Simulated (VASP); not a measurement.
A run of VASP 6.6.1 is set up as follows.

File INCAR:

```
SYSTEM = SnSe
ALGO = Normal
EDIFF = 1E-6
ENCUT = 520
GGA = RE
ISIF = 2
ISMEAR = -1
LASPH = .True.
LCHARG = .True.
LELF = .True.
LREAL = .False.
LVHAR = .True.
LWAVE = .False.
NBANDS = 17
NELM = 100
PREC = Accurate
SIGMA = 0.05
```

KPOINTS

```
k-points
0
Gamma
  8 8 8
  0 0 0
```

Contents of POSCAR:

```
SnSe
1.0
    0.0000000000      2.9485541872      2.9485541872
    2.9485541872      0.0000000000      2.9485541872
    2.9485541872      2.9485541872      0.0000000000
Sn Se
1 1
Direct
    0.0000000000      0.0000000000      0.0000000000
    0.5000000000      0.5000000000      0.5000000000
```

Potentials or basis: VASP PAW PBE potentials, release 64 (Sn_d, Se).

Launch:

```sh
$ cat potpaw_PBE.64/Sn_d/POTCAR potpaw_PBE.64/Se/POTCAR > POTCAR
$ mpirun -np 1 vasp_std > vasp.out
```

Problem. Predict the pressure.

Solution. 5.9 GPa.

Problem. Predict the band gap on the k mesh.

Solution. 0.75 eV, indirect (least direct gap 0.85 eV).

Caveat: the PAW data sets were made with another functional, which shifts forces and pressure a little; spin-orbit coupling is left out, which moves the levels of the heavy elements. A k mesh can miss the band edges.
